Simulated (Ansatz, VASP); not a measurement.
One calculation of Si, two programs

```
CELL_PARAMETERS angstrom
0.00000 2.67877 2.67877
2.67877 0.00000 2.67877
2.67877 2.67877 0.00000
ATOMIC_POSITIONS crystal
Si 0.50000 0.50000 0.50000
Si 0.75000 0.75000 0.75000
```

Change from the starting cell: volume scaled by 0.96.

Alike in both runs: task single point; functional PBE; k mesh 11 × 11 × 11; occupations fermi-dirac, width 0.08 eV; no spin polarisation.

|  | VASP | Ansatz |
| --- | --- | --- |
| version | VASP 6.6.1 | Ansatz 0.2.0 |
| potentials or method | VASP PAW PBE potentials, release 64 (Si), cutoff 520 eV | all-electron LAPW, scalar-relativistic |

```tsv
	VASP	Ansatz	Ansatz less VASP
pressure (GPa)	6.2	6.3	+0.03
```

Ansatz ran all-electron here, and VASP with PAW potentials.
